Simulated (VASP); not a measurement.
A run of VASP 6.6.1 is set up as follows.

Contents of INCAR:

```
PREC     = Accurate       # precision mode
ENCUT    = 520            # plane-wave cutoff, eV
EDIFF    = 1E-7           # SCF threshold, eV
ISMEAR   = 0              # smearing method
SIGMA    = 0.2            # smearing width, eV
LREAL    = F              # projectors in reciprocal space
LASPH    = T              # aspherical terms in the spheres
NELM     = 100            # most SCF steps
ALGO     = Normal         # electronic algorithm
ISIF     = 2              # what is computed and relaxed
LWAVE    = F              # write WAVECAR
LCHARG   = F              # write CHGCAR
GGA      = PE             # functional
NBANDS   = 26             # bands
```

File KPOINTS:

```
Automatic mesh
0
Gamma
  5 5 5
```

POSCAR

```
Si5Ge
1.0
   -1.9516266687      5.8453095705      2.7519418479
    1.9516266687     -5.8453095705      2.7519418479
    1.9516266687      5.8453095705     -2.7519418479
Si Ge
5 1
Direct
    0.3326879817     -0.0001138412      0.3328018229
    0.4232789897      0.2539711317      0.1693078580
    0.6670843359     -0.0001138412      0.6671981771
    0.0846632737      0.2539711317      0.8306921420
    0.7423515038      0.2423515038      0.5000000000
   -0.0000660848     -0.0000660848      0.0000000000
```

Potentials or basis: VASP PAW PBE potentials, release 64 (Si, Ge_d).

Run with:

```console
$ cat potpaw_PBE.64/Si/POTCAR potpaw_PBE.64/Ge_d/POTCAR > POTCAR
$ mpirun -np 1 vasp_std > vasp.out
```

**Question.** Estimate the largest force.

**Answer.** 0.021 eV/Å.

**Question.** Estimate the band gap on the k mesh.

**Answer.** 0.59 eV, indirect (least direct gap 1.10 eV).

**Question.** What does it give for the pressure?

**Answer.** -0.1 GPa.

Forces in eV/Å, atoms in the order of the input:
```
Si   0.000  0.004 -0.003
Si   0.000  0.009  0.011
Si   0.000 -0.004 -0.003
Si   0.000 -0.009  0.011
Si   0.000  0.000  0.007
Ge   0.000  0.000 -0.021
```

A k mesh can miss the band edges. A hybrid or GW would open this gap; PBE tends to underestimate it.
